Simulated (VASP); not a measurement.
# TaN (P-62m) in VASP: further runs, part 2 of 2

VASP 6.6.1. The steps go on from the part before.

### Step 3. Single point, r2SCAN+D3(BJ)

This run uses another cell than the first one, of 10.44 Å³/atom.

The input, POSCAR:

```
TaN
1.0
    5.0535715410      0.0000000000      0.0000000000
   -2.5267857705      4.3765213363      0.0000000000
    0.0000000000      0.0000000000      2.8312060731
Ta N
3 3
Direct
    0.3333333333      0.6666666667      0.5000000000
    0.6666666667      0.3333333333      0.5000000000
    0.0000000000      0.0000000000      0.0000000000
    0.3928500000      0.0000000000      0.0000000000
    0.6071500000      0.6071500000      0.0000000000
    0.0000000000      0.3928500000      0.0000000000
```

The input, INCAR.step1:

```
PREC = Accurate ; ENCUT = 520
ISMEAR = -1 ; SIGMA = 0.1
LREAL = False ; LASPH = True
NELM = 80 ; NBANDS = 33
GGA = PE ; ALGO = Normal
EDIFF = 1E-4 ; LWAVE = True
LCHARG = False
```

The input, INCAR.step2:

```
PREC = Accurate ; ENCUT = 520
EDIFF = 1E-6 ; ISMEAR = -1
SIGMA = 0.1 ; LREAL = False
LASPH = True ; NELM = 80
ALGO = Normal ; ISIF = 2
LWAVE = False ; LCHARG = False
METAGGA = R2SCAN ; LMIXTAU = True
IVDW = 12 ; VDW_S6 = 1.0
VDW_S8 = 0.78981345 ; VDW_A1 = 0.49484001
VDW_A2 = 5.73083694 ; NBANDS = 33
ISTART = 1
```

The input, KPOINTS:

```
Automatic mesh
0
Gamma
  5 5 8
```

Potentials or basis: VASP PAW PBE potentials, release 64 (Ta_pv, N).

On the command line:

```
> cat potpaw_PBE.64/Ta_pv/POTCAR potpaw_PBE.64/N/POTCAR > POTCAR
> cp INCAR.step1 INCAR
> mpirun -np 1 vasp_std > vasp.out
> cp INCAR.step2 INCAR
> mpirun -np 1 vasp_std > vasp.out
```

OUTCAR:

```text
PREC = Accurate
   ENCUT = 520
   EDIFF = 1E-6
   ISMEAR = -1
   LREAL = False
   LASPH = True
   NELM = 80
   ISIF = 2
   METAGGA = R2SCAN
   IVDW = 12
   ISTART = 1
 IVDW          = 12

 ion  position               nearest neighbor table
   1  0.333  0.667  0.500-   5 2.10   5 2.10   6 2.10   6 2.10   4 2.10   4 2.10   2 2.92   2 2.92
                             2 2.92   3 3.24   3 3.24   3 3.24   3 3.24   3 3.24   3 3.24
   2  0.667  0.333  0.500-   6 2.10   6 2.10   4 2.10   4 2.10   5 2.10   5 2.10   1 2.92   1 2.92
                             1 2.92   3 3.24   3 3.24   3 3.24   3 3.24   3 3.24   3 3.24
   3  0.000  0.000  0.000-   4 1.99   5 1.99   6 1.99   2 3.24   1 3.24   1 3.24   2 3.24   2 3.24
                             2 3.24   1 3.24   1 3.24   2 3.24   2 3.24   1 3.24   1 3.24
   4  0.393  0.000  0.000-   3 1.99   1 2.10   1 2.10   2 2.10   2 2.10
   5  0.607  0.607  0.000-   3 1.99   1 2.10   1 2.10   2 2.10   2 2.10
   6  0.000  0.393  0.000-   3 1.99   2 2.10   2 2.10   1 2.10   1 2.10

  LATTYP: Found a hexagonal cell.
 ALAT       =     5.0535715410
 C/A-ratio  =     0.5602386451

  Lattice vectors:

 A1 = (   5.0535715410,   0.0000000000,   0.0000000000)
 A2 = (  -2.5267857705,   4.3765213363,   0.0000000000)
 A3 = (   0.0000000000,   0.0000000000,   2.8312060731)

Analysis of symmetry for initial positions (statically):
=====================================================================
 Subroutine PRICEL returns:
 Original cell was already a primitive cell.

 Routine SETGRP: Setting up the symmetry group for a
 hexagonal supercell.

 Subroutine GETGRP returns: Found 12 space group operations
 (whereof 12 operations were pure point group operations)
 out of a pool of 24 trial point group operations.

The static configuration has the point symmetry D_3h.

Analysis of symmetry for dynamics (positions and initial velocities):
[... 138 lines left out ...]
     AMIX_MAG =   1.60;   BMIX_MAG =  1.00
  volume/ion in A,a.u.               =      10.44        70.43
  Fermi-wavevector in a.u.,A,eV,Ry     =   1.498266  2.831312 30.542372  2.244801
  Thomas-Fermi vector in A             =   2.610047
   LORBIT       =      0    0 simple, 1 ext, 2 COOP (PROOUT), +10 PAW based schemes
   METAGGA = R2SCAN    functional components
   LHFCALC =     F    Hartree Fock is set to
   AEXX    =    0.0000 exact exchange contribution
   IVDW    =    12    specifies the selected vdW correction
   LEPSILON=     F    determine dielectric tensor
   LRPA    =     F    only Hartree local field effects (RPA)
 non-spin polarized calculation
  energy-cutoff  :      520.00
  volume of cell :       62.62
 maximum number of plane-waves:      1700
 NGX is ok and might be reduce to    40
   NGX = 19   NGY = 19   NGZ = 11

 number of electron      48.0000001 magnetization

 Free energy of the ion-electron system (eV)
  ---------------------------------------------------
  ext. energy  EPLUGINS =         0.00000000
  ---------------------------------------------------
  free energy    TOTEN  =      -180.70095880 eV

  energy without entropy =     -180.67642307  energy(sigma->0) =     -180.68869093

 E-fermi :   9.4297     XC(G=0): -14.5044

 val. band max:        9.2377005620   @ k =   0.2000   0.0000   0.1250
 cond. band min:       9.5204589962   @ k =   0.2000   0.0000   0.3750
 fundamental gap:      0.2827584341
 Fermi energy:         9.4296614668

 k-point     1 :       0.0000    0.0000    0.0000
  band No.  band energies     occupation
      1     -28.3566      2.00000
      2     -28.3566      2.00000
      3     -27.8936      2.00000
      4     -27.8936      2.00000
      5     -27.6203      2.00000
      6     -27.4624      2.00000
[... 853 lines left out ...]
     32      15.0463      0.00000
     33      15.4665      0.00000

 [... further k-points ...]

------------------------ aborting loop because EDIFF is reached ----------------------------------------

 Edisp (eV)   -1.36411

 E8    (eV) :    -0.5061

  FORCE on cell =-STRESS in cart. coord.  units (eV):
  Direction    XX          YY          ZZ          XY          YZ          ZX
  --------------------------------------------------------------------------------------
  -------------------------------------------------------------------------------------
  Total      12.62703    12.62703    12.78354     0.00000     0.00000    -0.00000
  in kB     323.08205   323.08206   327.08668     0.00000     0.00000    -0.00000
  external pressure =      324.42 kB  Pullay stress =        0.00 kB

 VOLUME and BASIS-vectors are now :
 -----------------------------------------------------------------------------
  energy-cutoff  :      520.00
  volume of cell :       62.62
      direct lattice vectors                 reciprocal lattice vectors
     5.053571541  0.000000000  0.000000000     0.197879854  0.114245987  0.000000000
    -2.526785771  4.376521336  0.000000000     0.000000000  0.228491974  0.000000000
     0.000000000  0.000000000  2.831206073     0.000000000  0.000000000  0.353206363

 POSITION                                       TOTAL-FORCE (eV/Angst)
 -----------------------------------------------------------------------------------
     -0.00000      2.91768      1.41560        -0.000000      0.000000     -0.000000
      2.52679      1.45884      1.41560        -0.000000     -0.000000     -0.000000
      0.00000      0.00000      0.00000        -0.000000     -0.000000     -0.000000
      1.98530      0.00000      0.00000         0.337023     -0.000000     -0.000000
      1.53414      2.65720      0.00000        -0.168512     -0.291871      0.000000
     -0.99265      1.71932      0.00000        -0.168512      0.291871     -0.000000
 -----------------------------------------------------------------------------------
    total drift:                                0.000004      0.000008      0.000000

  FREE ENERGIE OF THE ION-ELECTRON SYSTEM (eV)
  ---------------------------------------------------
  free  energy   TOTEN  =      -182.0650712545 eV

  energy  without entropy=     -182.0405355234  energy(sigma->0) =     -182.05280339
```

OUTCAR.step1:

```text
PREC = Accurate
   ENCUT = 520
   ISMEAR = -1
   LREAL = False
   LASPH = True
   NELM = 80
[... 1102 lines left out ...]
      1.98530      0.00000      0.00000         0.409481      0.000000      0.000000
      1.53414      2.65720      0.00000        -0.204741     -0.354621     -0.000000
     -0.99265      1.71932      0.00000        -0.204741      0.354621      0.000000
 -----------------------------------------------------------------------------------
    total drift:                               -0.000000     -0.000001      0.000000

  FREE ENERGIE OF THE ION-ELECTRON SYSTEM (eV)
  ---------------------------------------------------
  free  energy   TOTEN  =       -66.7544448524 eV

  energy  without entropy=      -66.7294448316  energy(sigma->0) =      -66.74194484
```

Run time: 2.4 min. Hardware: 1 thread of AMD EPYC 9R45 (Zen 5), shared host; peak memory 0.19 GiB.

Results:

```yaml
Free_energy: -182.0651 eV
Pressure: 32.4 GPa
Largest_force: 0.337 eV/Å
Band_gap_on_the_k_mesh: zero (bands 24 and 25 overlap by 3.51 eV)
Dispersion_energy_per_atom: -0.227 eV
```

Forces in eV/Å, atoms in the order of the input:
```
Ta   0.000  0.000  0.000
Ta   0.000  0.000  0.000
Ta   0.000  0.000  0.000
N    0.337  0.000  0.000
N   -0.169 -0.292  0.000
N   -0.169  0.292  0.000
```

Stress tensor (GPa, compression positive):
```
32.31  0.00  0.00
 0.00 32.31  0.00
 0.00  0.00 32.71
```

Caveat: three body term missing; the cell stands under pressure; the PAW data sets were made with another functional, which shifts forces and pressure a little; spin-orbit coupling is left out, which moves the levels of the heavy elements.
